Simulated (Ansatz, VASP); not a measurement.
## Two plane-wave programs on CdS

File INCAR:

```
  ALGO = Normal
  EDIFF = 1E-7
  ENCUT = 520
  GGA = RP
  ISIF = 2
  ISMEAR = -1
  LASPH = T
  LCHARG = F
  LREAL = F
  LWAVE = F
  NBANDS = 16
  NELM = 100
  PREC = Accurate
  SIGMA = 0.15
```

The input KPOINTS:

```
k-points
0
Gamma
  8 8 8
```

POSCAR

```
CdS
1.0
    0.0000000000      3.1155152588      3.1155152588
    3.1155152588      0.0000000000      3.1155152588
    3.1155152588      3.1155152588      0.0000000000
Cd S
1 1
Direct
    0.0000000000      0.0000000000      0.0000000000
    0.7500000000      0.7500000000      0.7500000000
```

File input.yaml:

```yaml
crystal:
  lattice:
    - [0.0, 3.1155152588, 3.1155152588]
    - [3.1155152588, 0.0, 3.1155152588]
    - [3.1155152588, 3.1155152588, 0.0]
  atoms:
    - { symbol: Cd, position: [0.0, 0.0, 0.0] }
    - { symbol: S, position: [0.75, 0.75, 0.75] }
hamiltonian:
  xc: rpbe
  pseudopotentials: { kind: paw }
kpoints:
  mp_grid: { grid: [8, 8, 8] }
scf:
  occupations: { method: fermi_dirac, width: 0.15 }
output:
  forces: true
  stress: true
  eigenvalues: true
  write_density: true
  write_potential: true
  elf: true
  volumetric_format: npy
```

Alike in both runs: task single point; functional RPBE; k mesh 8 × 8 × 8; occupations fermi-dirac, width 0.15 eV; no spin polarisation.

|  | VASP | Ansatz |
| --- | --- | --- |
| version | VASP 6.6.1 | Ansatz 0.2.0 |
| potentials or method | VASP PAW PBE potentials, release 64 (Cd, S) | Ansatz PAW |
| plane-wave cutoff (eV) | 520 | 420 |
| valence electrons in the cell | 18 | 26 |

VASP gave:

```
gap on the k mesh at the Fermi level (eV) : 0.88
least direct gap on the mesh (eV)         : 0.88
pressure (GPa)                            : -3.9
```

Problem. Estimate Ansatz's values.

Solution. gap on the k mesh at the Fermi level (eV): 0.88; least direct gap on the mesh (eV): 0.88; pressure (GPa): -4.0.

VASP's potentials were made for PBE, not for RPBE. With one functional, cell and mesh, what is left measures potentials, basis and numerics. VASP's potentials hold 18 valence electrons a cell and Ansatz's 26, so a difference there can come from the potentials and not from the codes.
